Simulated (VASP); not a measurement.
Runs of VASP 6.6.1 on Cd. The structure is that of space group P6_3/mmc (No. 194), or close to it. The cells are those of the table. 

| cell | gap on the mesh (eV) | pressure (GPa) |
| --- | --- | --- |
| a = 3.053, b = 3.053, c = 5.758 Å, angles 90.0, 90.0, 120.0°, 2 atoms | none | -0.5 |
| a = 3.053, b = 3.053, c = 5.899 Å, angles 90.0, 90.0, 120.0°, 2 atoms | none | -1.2 |
| a = 3.053, b = 3.053, c = 5.618 Å, angles 90.0, 90.0, 120.0°, 2 atoms | none | (a) |
| a = 2.830, b = 2.830, c = 5.477 Å, angles 90.0, 90.0, 120.0°, 2 atoms | none | 15.7 |
| a = 3.128, b = 3.128, c = 5.337 Å, angles 90.0, 90.0, 120.0°, 2 atoms | none | (b) |

Alike in all rows: task single point; level PBE; potentials or basis VASP PAW PBE potentials, release 64 (Cd); no spin polarisation; k mesh 18 × 18 × 8; cutoff (eV) 500; smearing gaussian 0.15 eV.

Problem. Estimate the missing entries.

Solution. (a) 0.4; (b) 0.3.

Caveats: the cell stands under pressure (at least some runs).

A k mesh can miss the band edges, and the runs leave out spin-orbit coupling on Cd.

A gap of «none» marks levels without a gap at the run's occupations.
